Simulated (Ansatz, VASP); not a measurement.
# GaP in VASP and in Ansatz

File INCAR:

```
ALGO = Normal ; EDIFF = 1E-6
ENCUT = 520 ; GGA = PE
ISIF = 2 ; ISMEAR = 0
IVDW = 13 ; LASPH = T
LCHARG = F ; LREAL = F
LWAVE = F ; NBANDS = 16
NELM = 80 ; PREC = Accurate
SIGMA = 0.05
```

The input KPOINTS:

```
k-points
0
Gamma
  8 8 8
```

File POSCAR:

```
GaP
1.0
    0.0000000000      2.7256965861      2.7256965861
    2.7256965861      0.0000000000      2.7256965861
    2.7256965861      2.7256965861      0.0000000000
Ga P
1 1
Direct
    0.0000000000      0.0000000000      0.0000000000
    0.7500000000      0.7500000000      0.7500000000
```

Input for Ansatz:

```yaml
crystal:
  lattice:
    - [0.0, 2.7256965861, 2.7256965861]
    - [2.7256965861, 0.0, 2.7256965861]
    - [2.7256965861, 2.7256965861, 0.0]
  atoms:
    - { symbol: Ga, position: [0.0, 0.0, 0.0] }
    - { symbol: P, position: [0.75, 0.75, 0.75] }
basis:
  ecutwfc: 500
  ecutrho_ratio: 4
kpoints:
  mp_grid: { grid: [8, 8, 8] }
hamiltonian:
  xc: pbe
  dispersion: d4
scf:
  occupations: { method: gaussian, width: 0.05 }
output:
  forces: true
  stress: true
```

Alike in both runs: task single point; functional PBE; dispersion D4; k mesh 8 × 8 × 8; occupations gaussian, width 0.05 eV; no spin polarisation.

|  | VASP | Ansatz |
| --- | --- | --- |
| version | VASP 6.6.1 | Ansatz 0.2.0 |
| potentials or method | VASP PAW PBE potentials, release 64 (Ga_d, P), cutoff 520 eV | scalar-relativistic, plane waves, PAW |
| valence electrons in the cell | 18 | 18 |

```csv
,VASP,Ansatz,Ansatz less VASP
pressure (GPa),-0.9,-0.8,+0.08
```
